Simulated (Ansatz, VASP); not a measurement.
## Two plane-wave programs on Pt

INCAR

```
SYSTEM = Pt
PREC     = Accurate       ! precision mode
ENCUT    = 520            ! plane-wave cutoff, eV
EDIFF    = 1E-6           ! SCF threshold, eV
ISMEAR   = 0              ! smearing method
SIGMA    = 0.15           ! smearing width, eV
LREAL    = .False.        ! projectors in reciprocal space
LASPH    = .True.         ! aspherical terms in the spheres
NELM     = 100            ! most SCF steps
ALGO     = Fast           ! electronic algorithm
ISIF     = 2              ! what is computed and relaxed
LWAVE    = .False.        ! write WAVECAR
LCHARG   = .False.        ! write CHGCAR
GGA      = PS             ! functional
NBANDS   = 11             ! bands
```

The input KPOINTS:

```
regular mesh
0
Gamma
  20 20 20
  0 0 0
```

File POSCAR:

```
Pt
1.0
    0.0000000000      1.8600050000      1.9579000000
    1.8600050000      0.0000000000      1.9579000000
    1.8600050000      1.8600050000      0.0000000000
Pt
1
Direct
    0.0000000000      0.0000000000      0.0000000000
```

Input for Ansatz:

```yaml
crystal:
  lattice:
    - [0.0, 1.860005, 1.9579]
    - [1.860005, 0.0, 1.9579]
    - [1.860005, 1.860005, 0.0]
  atoms:
    - { symbol: Pt, position: [0.0, 0.0, 0.0] }
basis:
  ecutwfc: 420
kpoints:
  mp_grid: { grid: [20, 20, 20] }
hamiltonian:
  xc: pbesol
scf:
  occupations: { method: gaussian, width: 0.15 }
output:
  forces: true
  stress: true
  eigenvalues: true
```

Change from the starting cell: strain -0.0500 x Voigt [1, 1, 0, 0, 0, 0], atoms carried along.

Alike in both runs: task single point; functional PBEsol; k mesh 20 × 20 × 20; occupations gaussian, width 0.15 eV; no spin polarisation.

|  | VASP | Ansatz |
| --- | --- | --- |
| version | VASP 6.6.1 | Ansatz 0.2.0 |
| potentials or method | VASP PAW PBE potentials, release 64 (Pt), cutoff 520 eV | scalar-relativistic, plane waves, PAW |
| valence electrons in the cell | 10 | 18 |

VASP gave:

```
gap on the k mesh at the Fermi level (eV)                     : none
pressure (GPa)                                                : 40.0
traceless stress, the component that is largest in VASP (GPa) : -6.50
```

Question: Which values does Ansatz return?

Answer: gap on the k mesh at the Fermi level (eV): none; pressure (GPa): 40.1; traceless stress, the component that is largest in VASP (GPa): -6.51.

VASP's potentials were made for PBE, not for PBEsol. A gap of «none» marks a metal or a gap that the smearing closes. Both programs put the cell under a high pressure, so it lies far from rest at this level. VASP's potentials hold 10 valence electrons a cell and Ansatz's 18, so a difference there can come from the potentials and not from the codes.

Neither program's run includes spin-orbit coupling.
